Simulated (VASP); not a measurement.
A run of VASP 6.6.1 is set up as follows.

POSCAR

```
KLaHf2O6
1.0
    0.0000000000      4.0981681970      4.1310700000
    4.0981681970      0.0000000000      4.1310700000
    4.0981681970      4.0981681970      0.0000000000
K La Hf O
1 1 2 6
Direct
    0.0000000000      0.0000000000      0.0000000000
    0.5000000000      0.5000000000      0.5000000000
    0.2498993601      0.2498993601      0.2499152520
    0.7501006399      0.7501006399      0.7500847480
    0.5000000000      0.5000000000      0.0000000000
    0.5000000000      0.0000000000      0.0000000000
    0.0000000000      0.5000000000      0.5000000000
    0.0000000000      0.5000000000      0.0000000000
    0.5000000000      0.0000000000      0.5000000000
    0.0000000000      0.0000000000      0.5000000000
```

Contents of INCAR.step1:

```
PREC = Accurate
ENCUT = 660
ISMEAR = 0
SIGMA = 0.01
LREAL = False
LASPH = True
NELM = 200
ISYM = 0
NBANDS = 49
GGA = PE
ALGO = Normal
EDIFF = 1E-5
LWAVE = True
LCHARG = False
GGA_COMPAT = False
LMAXMIX = 6
```

File INCAR.step2:

```
PREC = Accurate
ENCUT = 660
EDIFF = 1E-6
ISMEAR = 0
SIGMA = 0.01
LREAL = False
LASPH = True
NELM = 200
ALGO = Normal
ISIF = 2
LWAVE = False
LCHARG = False
METAGGA = R2SCAN
LMIXTAU = True
IVDW = 13
VDW_S6 = 1.0
VDW_S8 = 0.6018749
VDW_A1 = 0.51559235
VDW_A2 = 5.77342911
ISYM = 0
NBANDS = 49
ISTART = 1
GGA_COMPAT = False
LMAXMIX = 6
```

KPOINTS

```
Automatic mesh
0
Gamma
  2 2 2
  0.5 0.5 0.5
```

Potentials or basis: VASP PAW PBE potentials, release 64 (K_sv, La, Hf_pv, O).

Run with:

```sh
$ cat potpaw_PBE.64/K_sv/POTCAR potpaw_PBE.64/La/POTCAR potpaw_PBE.64/Hf_pv/POTCAR potpaw_PBE.64/O/POTCAR > POTCAR
$ cp INCAR.step1 INCAR
$ mpirun -np 1 vasp_std > vasp.out
$ cp INCAR.step2 INCAR
$ mpirun -np 1 vasp_std > vasp.out
```

(1) Estimate the dispersion energy per atom.

(2) Predict the band gap on the k mesh.

Answers

(1) -0.068 eV.

(2) 3.45 eV (least direct gap 3.51 eV).

Caveat: the k points lie up to 0.66 Å⁻¹ apart; spin-orbit coupling is left out, which moves the levels of the heavy elements; a shifted mesh leaves out Γ, where band edges can lie.
